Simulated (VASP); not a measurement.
**TiAl3: single point with PBE**

Crystal: TiAl3.

```xyz
4
Lattice="-1.9227 1.9227 4.5636 1.9227 -1.9227 4.5636 1.9227 1.9227 -4.5636" Properties=species:S:1:pos:R:3 pbc="T T T"
Ti    0.0000    0.0000    0.0000
Al    0.0000    0.0000    4.5636
Al    0.0000    1.9227    2.2818
Al    1.9227    0.0000    2.2818
```

This cell differs from its parent crystal: strained.

```yaml
Program: VASP 6.6.1
Task: single point
Functional: PBE
Potentials_or_basis: VASP PAW PBE potentials, release 64 (Ti_sv, Al)
Cutoff: 520 eV
k_mesh: 16 × 16 × 16
Occupations: gaussian, width 0.1 eV
Spin: no spin polarisation
```

```yaml
Pressure: -4.9 GPa
Band_gap_on_the_k_mesh: zero (an odd number of electrons rules out a gap without spin polarisation)
```

Stress tensor (GPa, compression positive):
```
 -1.95   0.00   0.00
  0.00  -1.95   0.00
  0.00   0.00 -10.75
```

Levels at points of the mesh, in eV from the Fermi level:
```csv
k point,band 9,band 10,band 11,band 12,band 13,band 14
"(0.00, 0.00, 0.00)",-0.97,-0.97,0.83,1.88,1.88,2.29
"(0.50, 0.00, 0.00)",-0.86,-0.39,0.58,1.76,2.24,2.45
"(0.50, 0.50, 0.00)",-2.51,-2.29,-1.01,1.70,1.90,2.28
"(0.50, 0.50, 0.50)",-0.65,-0.26,0.72,0.72,0.90,2.90
```

It took 9.6 min on 1 thread of Intel(R) Xeon(R) 6975P-C (Granite Rapids), with other jobs on the host, peak memory 0.55 GiB.

Caveat: the cell differs from its parent crystal (strained); the stress differs along the axes, from -11 to -2 GPa.
